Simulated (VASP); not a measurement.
Set up this calculation in VASP 6.6.1, as the native input.

```
Task                   : single point
Functional             : PBE
Potentials or basis    : VASP PAW PBE potentials, release 64 (Al, Cu)
Cutoff                 : 520 eV
k mesh                 : 10 × 10 × 10
Occupations            : gaussian, width 0.15 eV
Spin                   : no spin polarisation
Dipole correction      : no
Further INCAR settings : ALGO = Fast; EDIFF = 1e-06; NBANDS = 26
```

The structure of Al2Cu lies in POSCAR:

```
Al2Cu
1.0
   -3.0261521191      3.0261521191      2.3680500000
    3.0261521191     -3.0261521191      2.3680500000
    3.0261521191      3.0261521191     -2.3680500000
Al Cu
4 2
Direct
    0.1587211657      0.6587211657      0.8174423314
    0.6587211657      0.8412788343      0.5000000000
    0.8412788343      0.3412788343      0.1825576686
    0.3412788343      0.1587211657      0.5000000000
    0.7500000000      0.7500000000      0.0000000000
    0.2500000000      0.2500000000      0.0000000000
```

One way to write it, as run:

INCAR

```
SYSTEM = Al2Cu
PREC = Accurate
ENCUT = 520
EDIFF = 1E-6
ISMEAR = 0
SIGMA = 0.15
LREAL = .FALSE.
LASPH = .TRUE.
NELM = 80
ALGO = Fast
ISIF = 2
LWAVE = .FALSE.
LCHARG = .FALSE.
GGA = PE
NBANDS = 26
```

KPOINTS

```
regular mesh
0
G
  10 10 10
  0 0 0
```

Potentials or basis: VASP PAW PBE potentials, release 64 (Al, Cu).

The run is started by

```console
$ cat potpaw_PBE.64/Al/POTCAR potpaw_PBE.64/Cu/POTCAR > POTCAR
$ mpirun -np 1 vasp_std > vasp.out
```

It gave:

The pressure is 3.4 GPa and the largest force is 0.114 eV/Å. The band gap on the k mesh is zero (band 17 reaches 11.07 eV, above the bottom of band 18 at 6.35 eV).

It took 4.2 min on 1 thread of Intel(R) Xeon(R) Platinum 8375C CPU @ 2.90GHz (Ice Lake) (shared host), peak memory 0.33 GiB.
